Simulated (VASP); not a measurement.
The system is HfIn4SiO6.

```
Hf In Si O
1.0
     3.23023   -5.57768   -0.02470
     3.23023    5.57768   -0.02470
    -1.49068    0.00000    6.32030
Hf In Si O
1 4 1 6
Direct
  0.10178 0.10178 0.00912
  0.79222 0.48204 0.00818
  0.48204 0.79222 0.00818
  0.54472 0.21983 0.48398
  0.21983 0.54472 0.48398
  0.85433 0.85433 0.44523
  0.83500 0.58822 0.38104
  0.58822 0.83500 0.38104
  0.02899 0.02899 0.29500
  0.97920 0.97920 0.69555
  0.42852 0.14514 0.07435
  0.14514 0.42852 0.07435
```

Base run:

```yaml
Program: VASP 6.6.1
Functional: revPBE
Potentials_or_basis: VASP PAW PBE potentials, release 64 (Hf_pv, In_d, Si, O)
Cutoff: 520 eV
k_mesh: 5 × 5 × 4
Occupations: fermi-dirac, width 0.05 eV
Spin: no spin polarisation
```

Its results: band gap on the k mesh 0.66 eV (least direct gap 0.92 eV); pressure 1.5 GPa; largest force 0.177 eV/Å.

Question: The run is repeated on the same cell with these changes: functional from revPBE to PBE; k mesh from 5 × 5 × 4 to 4 × 4 × 3. What comes out?

Answer: Band gap on the k mesh 0.55 eV (least direct gap 0.81 eV); pressure -0.3 GPa; largest force 0.194 eV/Å.

Several settings changed at once.

Caveats: semilocal functionals underestimate gaps, and a narrow one can read as zero; spin-orbit coupling is left out, which moves the levels of the heavy elements; the PAW data sets were made with another functional, which shifts forces and pressure a little (at least some runs).

A k mesh can miss the band edges.
